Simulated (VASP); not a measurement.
# Ti: electric field gradients with PBEsol

The system is Ti.

```
CELL_PARAMETERS angstrom
2.95000 0.02950 0.02950
-1.44945 2.54002 0.01080
0.04686 0.04686 4.68600
ATOMIC_POSITIONS crystal
Ti 0.33333 0.66667 0.25000
Ti 0.66667 0.33333 0.75000
```

This cell differs from its parent crystal: equal xy, yz and zx shear strains of +2 %.

| Item | Value |
| --- | --- |
| Program | VASP 6.6.1 |
| Task | electric field gradients |
| Functional | PBEsol |
| Potentials or basis | VASP PAW PBE potentials, release 64 (Ti_sv) |
| Cutoff | 520 eV |
| k mesh | 13 × 13 × 7 |
| Occupations | fermi-dirac, width 0.08 eV |
| Spin | no spin polarisation |
| Dipole correction | no |
| Further INCAR settings | ALGO = Normal; EDIFF = 1e-08; NBANDS = 19 |

* Pressure: -6.0 GPa
* Largest force: 0.050 eV/Å
* Band gap on the k mesh: zero (band 12 reaches 8.76 eV, above the bottom of band 13 at 7.71 eV)

Forces in eV/Å, atoms in the order of the input:
```
Ti  -0.049  0.001  0.005
Ti   0.049 -0.001 -0.005
```

Stress tensor (GPa, compression positive):
```
-5.83 -1.14 -0.73
-1.14 -5.79 -0.73
-0.73 -0.73 -6.32
```

Levels at points of the mesh, in eV from the Fermi level:
| k point | band 9 | band 10 | band 11 | band 12 | band 13 | band 14 | band 15 | band 16 |
| --- | --- | --- | --- | --- | --- | --- | --- | --- |
| (0.00, 0.00, 0.00) | -6.15 | -2.63 | 0.66 | 0.74 | 0.87 | 0.91 | 1.16 | 1.37 |

Electric field gradients, principal values (V/Å²):
```tsv
atom	least	middle	greatest (by size)
1 Ti	-7.566	-9.172	16.739
2 Ti	-7.566	-9.172	16.739
```

It took 11 min on 1 thread of Oxide Virtual Turin-like Processor (shared host), peak memory 0.38 GiB.

Caveat: the cell differs from its parent crystal (equal xy, yz and zx shear strains of +2 %); without QUAD_EFG the Cq values of the log hold for a quadrupole moment of 1 mb, not for the nuclei; the PAW data sets were made with another functional, which shifts forces and pressure a little.
